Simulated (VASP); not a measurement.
**Sn3P2: single point with PBE**

The system is Sn3P2.

```
Sn P
1.0
     3.30335    1.90719    6.01259
    -3.30335    1.90719    6.01259
     0.00000   -3.81438    6.01259
Sn P
6 4
Direct
  0.05625 0.44375 0.75000
  0.75000 0.05625 0.44375
  0.44375 0.75000 0.05625
  0.94375 0.55625 0.25000
  0.25000 0.94375 0.55625
  0.55625 0.25000 0.94375
  0.85218 0.85218 0.85218
  0.64782 0.64782 0.64782
  0.14782 0.14782 0.14782
  0.35218 0.35218 0.35218
```

```json
{"Program": "VASP 6.6.1", "Task": "single point", "Functional": "PBE", "Potentials or basis": "VASP PAW PBE potentials, release 64 (Sn_d, P)", "Cutoff": "520 eV", "k mesh": "3 × 3 × 3", "Occupations": "gaussian, width 0.1 eV", "Spin": "no spin polarisation"}
```

| Item | Value |
| --- | --- |
| Pressure | 10.9 GPa |
| Largest force | 0.173 eV/Å |
| Band gap on the k mesh | zero (band 52 reaches 9.43 eV, above the bottom of band 53 at 8.24 eV) |

Forces in eV/Å, atoms in the order of the input:
```
Sn  -0.131  0.000  0.000
Sn   0.065 -0.113  0.000
Sn   0.065  0.113  0.000
Sn   0.131  0.000  0.000
Sn  -0.065  0.113  0.000
Sn  -0.065 -0.113  0.000
P    0.000  0.000 -0.173
P    0.000  0.000  0.173
P    0.000  0.000  0.173
P    0.000  0.000 -0.173
```

Stress tensor (GPa, compression positive):
```
11.54  0.00  0.00
 0.00 11.54  0.00
 0.00  0.00  9.69
```

Levels at points of the mesh, in eV from the Fermi level:
```csv
k point,band 50,band 51,band 52,band 53,band 54,band 55
"(0.00, 0.00, 0.00)",0.54,0.54,1.13,1.48,1.48,1.90
```

It took 71 s on 1 thread of Intel(R) Xeon(R) 6975P-C (Granite Rapids), with other jobs on the host, peak memory 0.41 GiB.

Caveat: the k points lie up to 0.38 Å⁻¹ apart; spin-orbit coupling is left out, which moves the levels of the heavy elements.
